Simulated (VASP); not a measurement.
Wanted: the native input for a VASP 6.6.1 run.

```
Task                   : single point
Functional             : PBEsol
Potentials or basis    : VASP PAW PBE potentials, release 64 (Ge_d)
Cutoff                 : 520 eV
k mesh                 : 12 × 12 × 8
Occupations            : gaussian, width 0.15 eV
Spin                   : no spin polarisation
Dipole correction      : no
Further INCAR settings : ALGO = Normal; EDIFF = 1e-06; NBANDS = 36
```

The structure of Ge lies in POSCAR:

```
Ge
1.0
    3.9969678642      0.0000000000      0.0000000000
   -1.9984839321      3.4614757085      0.0000000000
    0.0000000000      0.0000000000      6.5963651330
Ge
4
Direct
    0.6666666667      0.3333333333      0.1027065002
    0.3333333333      0.6666666667      0.5231172128
    0.6666666667      0.3333333333      0.4768827872
    0.3333333333      0.6666666667      0.8972934998
```

This cell differs from its parent crystal: mode 6 (211.4 1/cm) frozen in, largest displacement +0.263 Å.

These files were run (other wordings do the same):

INCAR

```
SYSTEM = Ge
  PREC = Accurate
  ENCUT = 520
  EDIFF = 1E-6
  ISMEAR = 0
  SIGMA = 0.15
  LREAL = .False.
  LASPH = .True.
  NELM = 100
  ALGO = Normal
  ISIF = 2
  LWAVE = .False.
  LCHARG = .False.
  GGA = PS
  NBANDS = 36
```

KPOINTS

```
Automatic mesh
0
Gamma
  12 12 8
  0 0 0
```

Potentials or basis: VASP PAW PBE potentials, release 64 (Ge_d).

Command:

```console
$ cat potpaw_PBE.64/Ge_d/POTCAR > POTCAR
$ mpirun -np 1 vasp_std > vasp.out
```

Results of the run:

* Pressure: 1.7 GPa
* Largest force: 2.578 eV/Å
* Band gap on the k mesh: zero (band 28 reaches 5.71 eV, above the bottom of band 29 at 4.60 eV)

Caveat: the cell differs from its parent crystal (mode 6 (211.4 1/cm) frozen in, largest displacement +0.263 Å); the PAW data sets were made with another functional, which shifts forces and pressure a little.

Wall time 15 min on 1 thread of AMD EPYC 7R13, on a shared host, peak memory 0.38 GiB.
